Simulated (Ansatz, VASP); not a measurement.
Pt in VASP and in Ansatz

The input INCAR:

```
SYSTEM = Pt
PREC     = Accurate       ! precision mode
ENCUT    = 520            ! plane-wave cutoff, eV
EDIFF    = 1E-7           ! SCF threshold, eV
ISMEAR   = 0              ! smearing method
SIGMA    = 0.15           ! smearing width, eV
LREAL    = .FALSE.        ! projectors in reciprocal space
LASPH    = .TRUE.         ! aspherical terms in the spheres
NELM     = 80             ! most SCF steps
ALGO     = Fast           ! electronic algorithm
ISIF     = 2              ! what is computed and relaxed
LWAVE    = .FALSE.        ! write WAVECAR
LCHARG   = .TRUE.         ! write CHGCAR
GGA      = PE             ! functional
LELF     = .TRUE.         ! ELF
LVHAR    = .TRUE.       
NBANDS   = 17             ! bands
```

Contents of KPOINTS:

```
regular mesh
0
G
  18 18 10
  0 0 0
```

Contents of POSCAR:

```
Pt
1.0
    3.0343935762      0.0000000000      0.0000000000
   -1.5171967881      2.0306205761      0.0000000000
    0.0000000000      0.0000000000      4.7813829983
Pt
2
Direct
    0.6666666667      0.3333333333      0.7500000000
    0.3333333333      0.6666666667      0.2500000000
```

Input for Ansatz:

```yaml
crystal:
  lattice:
    - [3.0343935762, 0.0, 0.0]
    - [-1.5171967881, 2.0306205761, 0.0]
    - [0.0, 0.0, 4.7813829983]
  atoms:
    - { symbol: Pt, position: [0.6666666667, 0.3333333333, 0.75] }
    - { symbol: Pt, position: [0.3333333333, 0.6666666667, 0.25] }
basis:
  ecutwfc: 420
kpoints:
  mp_grid: { grid: [18, 18, 10] }
hamiltonian:
  xc: pbe
scf:
  occupations: { method: gaussian, width: 0.15 }
output:
  forces: true
  stress: true
  eigenvalues: true
  write_density: true
  write_potential: true
  elf: true
  volumetric_format: npy
```

Change from the starting cell: normal strain along x +0.1000, normal strain along y -0.1500.

Alike in both runs: task single point; functional PBE; k mesh 18 × 18 × 10; occupations gaussian, width 0.15 eV; no spin polarisation.

|  | VASP | Ansatz |
| --- | --- | --- |
| version | VASP 6.6.1 | Ansatz 0.2.0 |
| potentials or method | VASP PAW PBE potentials, release 64 (Pt), cutoff 520 eV | scalar-relativistic, plane waves, PAW |
| valence electrons in the cell | 20 | 36 |

Ansatz gave:

```
gap on the k mesh at the Fermi level (eV)                     : none
pressure (GPa)                                                : 32.9
traceless stress, the component that is largest in VASP (GPa) : 30.90
rms of the force components (eV/Å)                            : 0.145
```

Estimate VASP's values.

gap on the k mesh at the Fermi level (eV): none; pressure (GPa): 32.3; traceless stress, the component that is largest in VASP (GPa): 30.64; rms of the force components (eV/Å): 0.144.

Atom by atom the forces differ by 0.001 eV/Å (rms over components). A gap of «none» marks a metal or a gap that the smearing closes. Both programs put the cell under a high pressure, so it lies far from rest at this level. VASP's potentials hold 20 valence electrons a cell and Ansatz's 36, so a difference there can come from the potentials and not from the codes.

Neither program's run includes spin-orbit coupling.
